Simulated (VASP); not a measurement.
# WC (P-6m2) in VASP: relaxation of cell and atoms with r2SCAN

Aim: the relaxation of cell and atoms of WC with r2SCAN.

All numbers are computed with VASP 6.6.1; they aren't measurements. Logs are shortened: lines on timing, memory, paths and dates and some standing lists are left out, and cuts for length are marked.

## (1) The cell of the first run

It takes space group P-6m2 (No. 187, hexagonal). Conventional cell: a = 2.901 Å, b = 2.901 Å, c = 2.829 Å, α = 90.00°, β = 90.00°, γ = 120.00°. W (site symmetry -6m2) has 6 C at 2.19 Å and 8 W at 2.83 to 2.90 Å within 3.0 Å. Within 3.0 Å of C (site symmetry -6m2) lie 6 W at 2.19 Å and 8 C at 2.83 to 2.90 Å.

## (2) Relaxation of cell and atoms, r2SCAN

POSCAR reads:

```
WC
1.0
    2.9005014360      0.0000000000      0.0000000000
   -1.4502507180      2.5119079273      0.0000000000
    0.0000000000      0.0000000000      2.8290000000
W C
1 1
Direct
    0.0000000000      0.0000000000      0.0000000000
    0.6666666667      0.3333333333      0.5000000000
```

INCAR.step1 reads:

```
SYSTEM = WC
ALGO     = Normal         ! electronic algorithm
EDIFF    = 1E-4           ! SCF threshold, eV
ENCUT    = 600            ! plane-wave cutoff, eV
GGA      = PE             ! functional
ISMEAR   = 0              ! smearing method
LASPH    = .TRUE.         ! aspherical terms in the spheres
LCHARG   = .FALSE.        ! write CHGCAR
LREAL    = .FALSE.        ! projectors in reciprocal space
LWAVE    = .TRUE.         ! write WAVECAR
NELM     = 60             ! most SCF steps
PREC     = Accurate       ! precision mode
SIGMA    = 0.1            ! smearing width, eV
```

INCAR.step2 reads:

```
SYSTEM = WC
ALGO     = Normal         ! electronic algorithm
EDIFF    = 1E-7           ! SCF threshold, eV
EDIFFG   = -0.005         ! ionic threshold
ENCUT    = 600            ! plane-wave cutoff, eV
IBRION   = 2              ! ionic algorithm
ISIF     = 3              ! what is computed and relaxed
ISMEAR   = 0              ! smearing method
ISTART   = 1            
LASPH    = .TRUE.         ! aspherical terms in the spheres
LCHARG   = .FALSE.        ! write CHGCAR
LMIXTAU  = .TRUE.       
LREAL    = .FALSE.        ! projectors in reciprocal space
LWAVE    = .FALSE.        ! write WAVECAR
METAGGA  = R2SCAN         ! meta-GGA
NELM     = 60             ! most SCF steps
NSW      = 100            ! ionic steps
PREC     = Accurate       ! precision mode
SIGMA    = 0.1            ! smearing width, eV
```

KPOINTS reads:

```
k-points
0
G
  18 18 14
  0 0 0
```

Potentials or basis: VASP PAW PBE potentials, release 64 (W_sv, C).

Run with:

```
cat potpaw_PBE.64/W_sv/POTCAR potpaw_PBE.64/C/POTCAR > POTCAR
cp INCAR.step1 INCAR
mpirun -np 1 vasp_std > vasp.out
cp INCAR.step2 INCAR
mpirun -np 1 vasp_std > vasp.out
```

OUTCAR:

```text
SYSTEM = WC
   EDIFF = 1E-7
   EDIFFG = -0.005
   ENCUT = 600
   IBRION = 2
   ISIF = 3
   ISMEAR = 0
   ISTART = 1
   LASPH = .TRUE.
   LREAL = .FALSE.
   METAGGA = R2SCAN
   NELM = 60
   NSW = 100
   PREC = Accurate

 ion  position               nearest neighbor table
   1  0.000  0.000  0.000-   2 2.19   2 2.19   2 2.19   2 2.19   2 2.19   2 2.19
   2  0.667  0.333  0.500-   1 2.19   1 2.19   1 2.19   1 2.19   1 2.19   1 2.19

  LATTYP: Found a hexagonal cell.
 ALAT       =     2.9005014360
 C/A-ratio  =     0.9753485949

  Lattice vectors:

 A1 = (   2.9005014360,   0.0000000000,   0.0000000000)
 A2 = (  -1.4502507180,   2.5119079273,   0.0000000000)
 A3 = (   0.0000000000,   0.0000000000,   2.8290000000)

Analysis of symmetry for initial positions (statically):
=====================================================================
 Subroutine PRICEL returns:
 Original cell was already a primitive cell.

 Routine SETGRP: Setting up the symmetry group for a
 hexagonal supercell.

 Subroutine GETGRP returns: Found 12 space group operations
 (whereof 12 operations were pure point group operations)
 out of a pool of 24 trial point group operations.

The static configuration has the point symmetry D_3h.

Analysis of symmetry for dynamics (positions and initial velocities):
=====================================================================
 Subroutine PRICEL returns:
 Original cell was already a primitive cell.

 Routine SETGRP: Setting up the symmetry group for a
 hexagonal supercell.

 Subroutine GETGRP returns: Found 12 space group operations
 (whereof 12 operations were pure point group operations)
 out of a pool of 24 trial point group operations.

The dynamic configuration has the point symmetry D_3h.

 Subroutine INISYM returns: Found 12 space group operations
 (whereof 12 operations are pure point group operations),
 and found     1 'primitive' translations

----------------------------------------------------------------------------------------

                                     Primitive cell

  volume of cell :      20.6115

  direct lattice vectors                    reciprocal lattice vectors
     2.900501436  0.000000000  0.000000000     0.344767973  0.199051882  0.000000000
    -1.450250718  2.511907927  0.000000000     0.000000000  0.398103764  0.000000000
     0.000000000  0.000000000  2.829000000     0.000000000  0.000000000  0.353481796

  length of vectors
     2.900501436  2.900501436  2.829000000     0.398103764  0.398103764  0.353481796

  position of ions in fractional coordinates (direct lattice)
     0.000000000  0.000000000  0.000000000
     0.666666667  0.333333333  0.500000000

  ion indices of the primitive-cell ions
   primitive index   ion index
                 1           1
                 2           2

----------------------------------------------------------------------------------------

 KPOINTS: k-points

Automatic generation of k-mesh.
 Grid dimensions read from file:
 generate k-points for:   18   18   14

 Generating k-lattice:

  Cartesian coordinates                     Fractional coordinates (reciprocal lattice)
     0.019153776  0.011058438  0.000000000     0.055555556  0.000000000  0.000000000
     0.000000000  0.022116876  0.000000000     0.000000000  0.055555556  0.000000000
     0.000000000  0.000000000  0.025248700     0.000000000  0.000000000  0.071428571

  Length of vectors
     0.022116876  0.022116876  0.025248700

  Shift w.r.t. Gamma in fractional coordinates (k-lattice)
     0.000000000  0.000000000  0.000000000

 Subroutine IBZKPT returns following result:
 ===========================================

 Found    296 irreducible k-points:

 Following reciprocal coordinates:
            Coordinates               Weight
  0.000000  0.000000  0.000000      1.000000
  0.055556  0.000000  0.000000      6.000000
  0.111111  0.000000  0.000000      6.000000
  0.166667  0.000000  0.000000      6.000000
  0.222222 -0.000000  0.000000      6.000000
  0.277778  0.000000  0.000000      6.000000
[... 16 lines left out ...]
  0.333333  0.111111  0.000000     12.000000
  0.388889  0.111111  0.000000     12.000000
 [... further k-points ...]
   k-points           NKPTS =    296   k-points in BZ     NKDIM =    296   number of bands    NBANDS=     13
   number of dos      NEDOS =    301   number of ions     NIONS =      2
   total plane-waves  NPLWV =  13824
   dimension x,y,z NGX =    24 NGY =   24 NGZ =   24
   dimension x,y,z NGXF=    48 NGYF=   48 NGZF=   48
   ions per type =               1   1
   NGX,Y,Z   is equivalent  to a cutoff of  13.76, 13.76, 14.10 a.u.
   NGXF,Y,Z  is equivalent  to a cutoff of  27.51, 27.51, 28.21 a.u.
 SYSTEM =  WC
   PREC   = accura    normal or accurate (medium, high low for compatibility)
   ISTART =      1    job   : 0-new  1-cont  2-samecut
   ICHARG =      0    charge: 1-file 2-atom 10-const
   ISPIN  =      1    spin polarized calculation?
   LNONCOLLINEAR =      F non collinear calculations
   LSORBIT =      F    spin-orbit coupling
   LASPH  =      T    aspherical Exc in radial PAW
   ENCUT  =  600.0 eV  44.10 Ry    6.64 a.u.   5.79  5.79  5.65*2*pi/ulx,y,z
   NELM   =     60;   NELMIN=  2; NELMDL=  0     # of ELM steps
   EDIFF  = 0.1E-06   stopping-criterion for ELM
   LREAL  =      F    real-space projection
   EDIFFG = -.5E-02   stopping-criterion for IOM
   NSW    =    100    number of steps for IOM
   IBRION =      2    ionic relax: 0-MD 1-quasi-New 2-CG
   NFREE  =      1    steps in history (QN), initial steepest desc. (CG)
   ISIF   =      3    stress and relaxation
   ISYM   =      2    0-nonsym 1-usesym 2-fastsym
   POTIM  = 0.5000    time-step for ionic-motion
   TEBEG  =    0.0;   TEEND  =   0.0 temperature during run
   PSTRESS=    0.0 pullay stress
   NELECT =      18.0000    total number of electrons
   NUPDOWN=      -1.0000    fix difference up-down
   EMIN   =  10.00;   EMAX   =-10.00  energy-range for DOS
   EFERMI =   0.00;   METHOD = LEGACY
   ISMEAR =     0;   SIGMA  =   0.10  broadening in eV -4-tet -1-fermi 0-gaus
   EFERMI_NEDOS =   21; number of points for ismear=-14 and -15
   IALGO  =     38    algorithm
   IMIX   =      4    mixing-type and parameters
     AMIX     =   0.40;   BMIX     =  1.00
     AMIX_MAG =   1.60;   BMIX_MAG =  1.00
  volume/ion in A,a.u.               =      10.31        69.55
  Fermi-wavevector in a.u.,A,eV,Ry     =   1.564813  2.957068 33.315762  2.448639
  Thomas-Fermi vector in A             =   2.667381
   LORBIT       =      0    0 simple, 1 ext, 2 COOP (PROOUT), +10 PAW based schemes
   METAGGA = R2SCAN    functional components
   LHFCALC =     F    Hartree Fock is set to
   AEXX    =    0.0000 exact exchange contribution
   IVDW    =     0    specifies the selected vdW correction
   LEPSILON=     F    determine dielectric tensor
   LRPA    =     F    only Hartree local field effects (RPA)
 conjugate gradient relaxation of ions
 non-spin polarized calculation
 Gauss-broadening in eV      SIGMA  =   0.10
  energy-cutoff  :      600.00
  volume of cell :       20.61
 maximum number of plane-waves:       702
 NGX is ok and might be reduce to    24
   NGX = 11   NGY = 11   NGZ = 11

--------------------------------------- Ionic step        1  -------------------------------------------

 number of electron      18.0000001 magnetization

 Free energy of the ion-electron system (eV)
  ---------------------------------------------------
  ext. energy  EPLUGINS =         0.00000000
  ---------------------------------------------------
  free energy    TOTEN  =       -61.60949212 eV

  energy without entropy =      -61.60809321  energy(sigma->0) =      -61.60879266

------------------------ aborting loop because EDIFF is reached ----------------------------------------

  FORCE on cell =-STRESS in cart. coord.  units (eV):
  Direction    XX          YY          ZZ          XY          YZ          ZX
  --------------------------------------------------------------------------------------
  -------------------------------------------------------------------------------------
  Total        0.7988850      0.7988850      0.7851256      0.0000000      0.0000000      0.0000000
  in kB       62.0990667     62.0990667     61.0295204      0.0000000      0.0000000      0.0000000
  external PRESSURE =      61.7425513 kB  Pullay stress =       0.0000000 kB
[... 165 lines left out ...]
  energy  without entropy=      -61.6138928663  energy(sigma->0) =      -61.61461054

--------------------------------------- Ionic step        6  -------------------------------------------

 number of electron      18.0000000 magnetization

 Free energy of the ion-electron system (eV)
  ---------------------------------------------------
  ext. energy  EPLUGINS =         0.00000000
  ---------------------------------------------------
  free energy    TOTEN  =       -61.61538506 eV

  energy without entropy =      -61.61396610  energy(sigma->0) =      -61.61467558

 E-fermi :  10.8322     XC(G=0): -14.9176

 val. band max:       10.8172261232   @ k =   0.3333   0.3333   0.0714
 cond. band min:      10.8447756830   @ k =   0.0556   0.0000   0.2143
 fundamental gap:      0.0275495598
 Fermi energy:        10.8321624122

 k-point     1 :       0.0000    0.0000    0.0000
  band No.  band energies     occupation
      1     -65.1155      2.00000
      2     -28.4182      2.00000
      3     -28.3209      2.00000
      4     -28.3209      2.00000
      5      -4.3299      2.00000
      6       6.4067      2.00000
      7       7.3866      2.00000
      8       7.3866      2.00000
      9      10.9678      0.05509
     10      14.2304      0.00000
     11      14.2304      0.00000
     12      16.7732      0.00000
     13      16.7732      0.00000
[... 353 lines left out ...]
 k-point    24 :       0.3889    0.1111    0.0000
  band No.  band energies     occupation
      1     -65.0529      2.00000
      2     -29.1035      2.00000
      3     -28.5722      2.00000
      4     -28.3041      2.00000
      5      -0.9252      2.00000
      6       3.7253      2.00000
      7       7.1411      2.00000
      8       7.2513      2.00000
      9      10.3131      2.00000
     10      12.8122      0.00000
     11      14.5559      0.00000
     12      15.8212      0.00000
     13      18.7566      0.00000

 [... further k-points ...]

------------------------ aborting loop because EDIFF is reached ----------------------------------------

  FORCE on cell =-STRESS in cart. coord.  units (eV):
  Direction    XX          YY          ZZ          XY          YZ          ZX
  --------------------------------------------------------------------------------------
  -------------------------------------------------------------------------------------
  Total        0.0032565      0.0032565      0.0036154      0.0000000      0.0000000      0.0000000
  in kB        0.2493954      0.2493954      0.2768838      0.0000000      0.0000000      0.0000000
  external PRESSURE =       0.2585582 kB  Pullay stress =       0.0000000 kB
[... 17 lines left out ...]
  FREE ENERGIE OF THE ION-ELECTRON SYSTEM (eV)
  ---------------------------------------------------
  free  energy   TOTEN  =       -61.6153850562 eV

  energy  without entropy=      -61.6139661028  energy(sigma->0) =      -61.61467558

 reached required accuracy - stopping structural energy minimisation
```

It took 6.7 min on 1 thread of Intel Xeon 6975P-C (Granite Rapids), shared host; peak memory 0.24 GiB.

Results:

* Free energy: -61.6154 eV
* Relaxed volume: 10.46 Å³/atom
* Relaxed cell: a = 2.916 Å, b = 2.916 Å, c = 2.840 Å, α = 90.00°, β = 90.00°, γ = 120.00°
* Space group after relaxing (to 0.1 Å): P-6m2 (No. 187)
* Energy gained by relaxing: 2.9 meV/atom
* Ionic steps: 6
* Pressure after relaxing: 0.0 GPa
* Band gap on the k mesh: zero (bands 9 and 10 overlap by 1.32 eV)

Step by step:
```
step  energy change (eV)  largest force (eV/Å)  pressure (GPa)  volume (Å³)
   1              0.0000                0.0000            6.17        20.61
   2              0.0396                0.0000          -15.58        21.82
   3             -0.0058                0.0000           -0.10        20.92
   4             -0.0058                0.0000            0.02        20.92
   5             -0.0058                0.0000            0.03        20.92
   6             -0.0059                0.0000            0.03        20.92
```

Final structure:
```yaml
crystal:
  lattice:
    - [2.91627, 0.00000, 0.00000]
    - [-1.45813, 2.52556, 0.00000]
    - [0.00000, 0.00000, 2.84042]
  atoms:
    - { symbol: W, position: [0.00000, 0.00000, 0.00000] }
    - { symbol: C, position: [0.66667, 0.33333, 0.50000] }
```

Caveat: the PAW data sets were made with another functional, which shifts forces and pressure a little; spin-orbit coupling is left out, which moves the levels of the heavy elements. Zero-point motion and thermal expansion aren't in these numbers.
